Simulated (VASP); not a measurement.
# V (Im-3m) in VASP: a series of runs

Runs on V. Level: PBE. Tasks: single point.

Program: VASP 6.6.1. These are calculated values, not measurements. Logs are shortened: lines on timing, memory, paths and dates and some standing lists are left out, and cuts for length are marked.

## Step 1: The cell of the first run

It takes space group Im-3m (No. 229, cubic). Conventional cell: a = 2.998 Å, b = 2.998 Å, c = 2.998 Å, α = 90.00°, β = 90.00°, γ = 90.00°. V (site symmetry m-3m) has 14 V at 2.60 to 3.00 Å within 3.4 Å.

## Step 2: Single point, PBE

INCAR

```
SYSTEM = V
ALGO = Normal
EDIFF = 1E-6
ENCUT = 520
GGA = PE
ISIF = 2
ISMEAR = -1
LASPH = .True.
LCHARG = .False.
LREAL = .False.
LWAVE = .False.
NBANDS = 12
NELM = 60
PREC = Accurate
SIGMA = 0.3
```

KPOINTS

```
k-points
0
Gamma
  15 15 15
  0 0 0
```

POSCAR

```
V
1.0
   -1.4991761207      1.4991761207      1.4991761207
    1.4991761207     -1.4991761207      1.4991761207
    1.4991761207      1.4991761207     -1.4991761207
V
1
Direct
    0.0000000000      0.0000000000      0.0000000000
```

Potentials or basis: VASP PAW PBE potentials, release 64 (V_sv).

Launch:

```sh
$ cat potpaw_PBE.64/V_sv/POTCAR > POTCAR
$ mpirun -np 1 vasp_std > vasp.out
```

OUTCAR:

```text
SYSTEM = V
   EDIFF = 1E-6
   ENCUT = 520
   GGA = PE
   ISIF = 2
   ISMEAR = -1
   LASPH = .True.
   LREAL = .False.
   NELM = 60
   PREC = Accurate

 ion  position               nearest neighbor table
   1  0.000  0.000  0.000-

  LATTYP: Found a body centered cubic cell.
 ALAT       =     2.9983522414

  Lattice vectors:

 A1 = (  -1.4991761207,   1.4991761207,   1.4991761207)
 A2 = (   1.4991761207,  -1.4991761207,   1.4991761207)
 A3 = (   1.4991761207,   1.4991761207,  -1.4991761207)

Analysis of symmetry for initial positions (statically):
=====================================================================
 Subroutine PRICEL returns:
 Original cell was already a primitive cell.

 Routine SETGRP: Setting up the symmetry group for a
 body centered cubic supercell.

 Subroutine GETGRP returns: Found 48 space group operations
 (whereof 48 operations were pure point group operations)
 out of a pool of 48 trial point group operations.

The static configuration has the point symmetry O_h .

Analysis of symmetry for dynamics (positions and initial velocities):
=====================================================================
 Subroutine PRICEL returns:
 Original cell was already a primitive cell.

 Routine SETGRP: Setting up the symmetry group for a
 body centered cubic supercell.

 Subroutine GETGRP returns: Found 48 space group operations
 (whereof 48 operations were pure point group operations)
 out of a pool of 48 trial point group operations.

The dynamic configuration has the point symmetry O_h .

 Subroutine INISYM returns: Found 48 space group operations
 (whereof 48 operations are pure point group operations),
 and found     1 'primitive' translations

----------------------------------------------------------------------------------------

                                     Primitive cell

  volume of cell :      13.4778

  direct lattice vectors                    reciprocal lattice vectors
    -1.499176121  1.499176121  1.499176121     0.000000000  0.333516518  0.333516518
     1.499176121 -1.499176121  1.499176121     0.333516518  0.000000000  0.333516518
     1.499176121  1.499176121 -1.499176121     0.333516518  0.333516518  0.000000000

  length of vectors
     2.596649211  2.596649211  2.596649211     0.471663583  0.471663583  0.471663583

  position of ions in fractional coordinates (direct lattice)
     0.000000000  0.000000000  0.000000000
[... 75 lines left out ...]
   NELM   =     60;   NELMIN=  2; NELMDL= -5     # of ELM steps
   EDIFF  = 0.1E-05   stopping-criterion for ELM
   LREAL  =      F    real-space projection
   EDIFFG = 0.1E-04   stopping-criterion for IOM
   NSW    =      0    number of steps for IOM
   IBRION =     -1    ionic relax: 0-MD 1-quasi-New 2-CG
   NFREE  =      0    steps in history (QN), initial steepest desc. (CG)
   ISIF   =      2    stress and relaxation
   ISYM   =      2    0-nonsym 1-usesym 2-fastsym
   POTIM  = 0.5000    time-step for ionic-motion
   TEBEG  =    0.0;   TEEND  =   0.0 temperature during run
   PSTRESS=    0.0 pullay stress
   NELECT =      13.0000    total number of electrons
   NUPDOWN=      -1.0000    fix difference up-down
   EMIN   =  10.00;   EMAX   =-10.00  energy-range for DOS
   EFERMI =   0.00;   METHOD = LEGACY
   ISMEAR =    -1;   SIGMA  =   0.30  broadening in eV -4-tet -1-fermi 0-gaus
   EFERMI_NEDOS =   21; number of points for ismear=-14 and -15
   IALGO  =     38    algorithm
   IMIX   =      4    mixing-type and parameters
     AMIX     =   0.40;   BMIX     =  1.00
     AMIX_MAG =   1.60;   BMIX_MAG =  1.00
  volume/ion in A,a.u.               =      13.48        90.95
  Fermi-wavevector in a.u.,A,eV,Ry     =   1.617521  3.056672 35.597938  2.616375
  Thomas-Fermi vector in A             =   2.711933
   LORBIT       =      0    0 simple, 1 ext, 2 COOP (PROOUT), +10 PAW based schemes
   GGA     = PE    functional components
   LHFCALC =     F    Hartree Fock is set to
   AEXX    =    0.0000 exact exchange contribution
   IVDW    =     0    specifies the selected vdW correction
   LEPSILON=     F    determine dielectric tensor
   LRPA    =     F    only Hartree local field effects (RPA)
 non-spin polarized calculation
  energy-cutoff  :      520.00
  volume of cell :       13.48
 maximum number of plane-waves:       374
   NGX =  9   NGY =  9   NGZ =  9

 number of electron      12.9999989 magnetization

 Free energy of the ion-electron system (eV)
  ---------------------------------------------------
  ext. energy  EPLUGINS =         0.00000000
  ---------------------------------------------------
  free energy    TOTEN  =        -9.22029993 eV

  energy without entropy =       -8.80475683  energy(sigma->0) =       -9.01252838

 E-fermi :   9.8366     XC(G=0): -12.8984

 val. band max:        9.8167024850   @ k =   0.3333   0.1333   0.0667
 cond. band min:       9.8405177765   @ k =  -0.2667   0.4000   0.1333
 fundamental gap:      0.0238152916
 Fermi energy:         9.8365548742

 k-point     1 :       0.0000    0.0000    0.0000
  band No.  band energies     occupation
      1     -53.9844      2.00000
      2     -27.2875      2.00000
      3     -27.2875      2.00000
      4     -27.2875      2.00000
      5       3.1159      2.00000
      6      10.1354      0.53933
      7      10.1355      0.53933
      8      10.1355      0.53933
      9      12.1471      0.00090
     10      12.1471      0.00090
     11      30.1798      0.00000
     12      30.1798      0.00000
[... 331 lines left out ...]
 k-point    24 :       0.4000    0.2000    0.0000
  band No.  band energies     occupation
      1     -53.7715      2.00000
      2     -28.0746      2.00000
      3     -27.6967      2.00000
      4     -27.3771      2.00000
      5       7.4069      1.99939
      6       8.6500      1.96241
      7       9.6312      1.32954
      8      12.0932      0.00108
      9      12.7236      0.00013
     10      16.1038      0.00000
     11      19.7473      0.00000
     12      23.0883      0.00000

 [... further k-points ...]
[... 5 lines left out ...]
  --------------------------------------------------------------------------------------
  -------------------------------------------------------------------------------------
  Total        0.2327547      0.2327547      0.2327547     -0.0000000     -0.0000000      0.0000000
  in kB       27.6688479     27.6688479     27.6688479     -0.0000000     -0.0000000      0.0000000
  external PRESSURE =      27.6688479 kB  Pullay stress =       0.0000000 kB

 VOLUME and BASIS-vectors are now :
 -----------------------------------------------------------------------------
  energy-cutoff  :      520.00
  volume of cell :       13.48
      direct lattice vectors                 reciprocal lattice vectors
    -1.499176121  1.499176121  1.499176121     0.000000000  0.333516518  0.333516518
     1.499176121 -1.499176121  1.499176121     0.333516518  0.000000000  0.333516518
     1.499176121  1.499176121 -1.499176121     0.333516518  0.333516518  0.000000000

 POSITION                                       TOTAL-FORCE (eV/Angst)
 -----------------------------------------------------------------------------------
      0.00000      0.00000      0.00000        -0.000000      0.000000     -0.000000
 -----------------------------------------------------------------------------------
    total drift:                               -0.000000     -0.000000      0.000000

  FREE ENERGIE OF THE ION-ELECTRON SYSTEM (eV)
  ---------------------------------------------------
  free  energy   TOTEN  =        -9.2202999256 eV

  energy  without entropy=       -8.8047568268  energy(sigma->0) =       -9.01252838
```

Run time: 20 s. Hardware: 1 thread of AMD EPYC 7R43 (Zen 3), shared host; peak memory 0.1 GiB.

What came out:

| Property | Result |
| --- | --- |
| Free energy | -9.2203 eV |
| Pressure | 2.8 GPa |

Levels at points of the mesh, in eV from the Fermi level:
| k point | band 5 | band 6 | band 7 | band 8 | band 9 | band 10 |
| --- | --- | --- | --- | --- | --- | --- |
| (0.00, 0.00, 0.00) | -6.72 | 0.30 | 0.30 | 0.30 | 2.31 | 2.31 |

## Step 3: Single point, PBE (volume scaled by 0.88)

INCAR

```
SYSTEM = V
PREC     = Accurate       ! precision mode
ENCUT    = 520            ! plane-wave cutoff, eV
EDIFF    = 1E-6           ! SCF threshold, eV
ISMEAR   = -1             ! smearing method
SIGMA    = 0.1            ! smearing width, eV
LREAL    = .False.        ! projectors in reciprocal space
LASPH    = .True.         ! aspherical terms in the spheres
NELM     = 60             ! most SCF steps
ALGO     = Normal         ! electronic algorithm
ISIF     = 2              ! what is computed and relaxed
LWAVE    = .False.        ! write WAVECAR
LCHARG   = .False.        ! write CHGCAR
GGA      = PE             ! functional
NBANDS   = 12             ! bands
```

KPOINTS

```
regular mesh
0
Gamma
  24 24 24
  0 0 0
```

POSCAR

```
V
1.0
   -1.4366364468      1.4366364468      1.4366364468
    1.4366364468     -1.4366364468      1.4366364468
    1.4366364468      1.4366364468     -1.4366364468
V
1
Direct
    0.0000000000      0.0000000000      0.0000000000
```

Potentials or basis: VASP PAW PBE potentials, release 64 (V_sv).

Launch:

```sh
$ cat potpaw_PBE.64/V_sv/POTCAR > POTCAR
$ mpirun -np 1 vasp_std > vasp.out
```

OUTCAR:

```text
SYSTEM = V
   PREC = Accurate
   ENCUT = 520
   EDIFF = 1E-6
   ISMEAR = -1
   LREAL = .False.
   LASPH = .True.
   NELM = 60
   ISIF = 2
   GGA = PE

 ion  position               nearest neighbor table
   1  0.000  0.000  0.000-

  LATTYP: Found a body centered cubic cell.
 ALAT       =     2.8732728936

  Lattice vectors:

 A1 = (  -1.4366364468,   1.4366364468,   1.4366364468)
 A2 = (   1.4366364468,  -1.4366364468,   1.4366364468)
[... 529 lines left out ...]
      3     -25.6618      2.00000
      4     -25.2749      2.00000
      5       7.8024      2.00000
      6       9.9973      2.00000
      7      13.2643      0.00000
      8      14.1964      0.00000
      9      14.7589      0.00000
     10      16.3462      0.00000
     11      23.3189      0.00000
     12      28.2414      0.00000

 [... further k-points ...]
[... 5 lines left out ...]
  --------------------------------------------------------------------------------------
  -------------------------------------------------------------------------------------
  Total        2.2166126      2.2166126      2.2166126      0.0000000     -0.0000000      0.0000000
  in kB      299.4330542    299.4330542    299.4330542      0.0000000     -0.0000000      0.0000000
  external PRESSURE =     299.4330542 kB  Pullay stress =       0.0000000 kB

 VOLUME and BASIS-vectors are now :
 -----------------------------------------------------------------------------
  energy-cutoff  :      520.00
  volume of cell :       11.86
      direct lattice vectors                 reciprocal lattice vectors
    -1.436636447  1.436636447  1.436636447     0.000000000  0.348035163  0.348035163
     1.436636447 -1.436636447  1.436636447     0.348035163  0.000000000  0.348035163
     1.436636447  1.436636447 -1.436636447     0.348035163  0.348035163  0.000000000

 POSITION                                       TOTAL-FORCE (eV/Angst)
 -----------------------------------------------------------------------------------
      0.00000      0.00000      0.00000        -0.000000     -0.000000      0.000000
 -----------------------------------------------------------------------------------
    total drift:                                0.000000     -0.000000     -0.000000

  FREE ENERGIE OF THE ION-ELECTRON SYSTEM (eV)
  ---------------------------------------------------
  free  energy   TOTEN  =        -8.8823759730 eV

  energy  without entropy=       -8.8328479591  energy(sigma->0) =       -8.85761197
```

Run time: 39 s. Hardware: 1 thread of AMD EPYC 7R43 (Zen 3), shared host; peak memory 0.14 GiB.

Results:

| Property | Result |
| --- | --- |
| Free energy | -8.8824 eV |
| Pressure | 29.9 GPa |

## Step 4: Single point, PBE (volume scaled by 0.92)

INCAR

```
  ALGO = Normal
  EDIFF = 1E-7
  ENCUT = 520
  GGA = PE
  ISIF = 2
  ISMEAR = -1
  LASPH = T
  LCHARG = F
  LREAL = F
  LWAVE = F
  NBANDS = 12
  NELM = 100
  PREC = Accurate
  SIGMA = 0.1
```

KPOINTS

```
k-points
0
Gamma
  24 24 24
```

POSCAR

```
V
1.0
   -1.4580819435      1.4580819435      1.4580819435
    1.4580819435     -1.4580819435      1.4580819435
    1.4580819435      1.4580819435     -1.4580819435
V
1
Direct
    0.0000000000      0.0000000000      0.0000000000
```

Launch:

```sh
$ cat potpaw_PBE.64/V_sv/POTCAR > POTCAR
$ mpirun -np 1 vasp_std > vasp.out
```

Run time: 42 s. Hardware: 1 thread of AMD EPYC 7R43 (Zen 3), shared host; peak memory 0.14 GiB.

Results (log left out):

```
Free energy : -8.9628 eV
Pressure    : 18.1 GPa
```

Levels at points of the mesh, in eV from the Fermi level:
| k point | band 5 | band 6 | band 7 | band 8 | band 9 | band 10 |
| --- | --- | --- | --- | --- | --- | --- |
| (0.00, 0.00, 0.00) | -6.77 | 0.41 | 0.41 | 0.41 | 2.64 | 2.64 |
| (0.50, 0.00, 0.00) | -3.49 | -1.32 | 1.95 | 2.66 | 3.06 | 4.56 |
| (0.50, 0.50, 0.50) | -3.42 | -3.42 | 4.12 | 4.12 | 4.12 | 11.00 |

## Step 5: The runs side by side

| cell | k mesh | smearing | gap on the mesh (eV) | pressure (GPa) |
| --- | --- | --- | --- | --- |
| a = 2.597 Å, angles 109.5°, 1 atom | 15 × 15 × 15 | fermi-dirac 0.3 eV | none | 2.8 |
| a = 2.488 Å, angles 109.5°, 1 atom | 24 × 24 × 24 | fermi-dirac 0.1 eV | none | 29.9 |
| a = 2.525 Å, angles 109.5°, 1 atom | 24 × 24 × 24 | fermi-dirac 0.1 eV | none | 18.1 |

Alike in all rows: task single point; level PBE; potentials or basis VASP PAW PBE potentials, release 64 (V_sv); no spin polarisation; cutoff (eV) 520.

Total energies depend on the potentials used, so only differences within one code and one set of settings carry meaning.
